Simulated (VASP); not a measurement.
Runs of VASP 6.6.1 on Al. It takes space group Fm-3m (No. 225, cubic). The conventional cell has a = 4.050 Å, b = 4.050 Å, c = 4.050 Å, α = 90.00°, β = 90.00°, γ = 90.00°. Within 3.8 Å of Al (site symmetry m-3m) lie 12 Al at 2.86 Å. 

```tsv
level	k mesh	grid for exact exchange (PRECFOCK)	share of exact exchange	screening parameter	gap on the mesh (eV)	pressure (GPa)
PBEsol	7 × 7 × 7	-	-	-	none	(b)
HSE06	3 × 3 × 3	Fast	0.25	0.2079 1/Å	none	-0.9
PBEsol	11 × 11 × 11	-	-	-	none	-1.9
r2SCAN	7 × 7 × 7	-	-	-	none	(a)
PBEsol	3 × 3 × 3	-	-	-	none	-1.5
```

Alike in all rows: task electric field gradients; potentials or basis VASP PAW PBE potentials, release 64 (Al); no spin polarisation; cell as given; cutoff (eV) 520; smearing fermi-dirac 0.05 eV.

Q: Fill in the values left out.

A: (a) -4.1; (b) -2.1.

Caveats: some runs use coarse meshes; the PAW data sets were made with another functional, which shifts forces and pressure a little; the cell stands under tension (at least some runs).

A gap of «none» marks levels without a gap at the run's occupations.
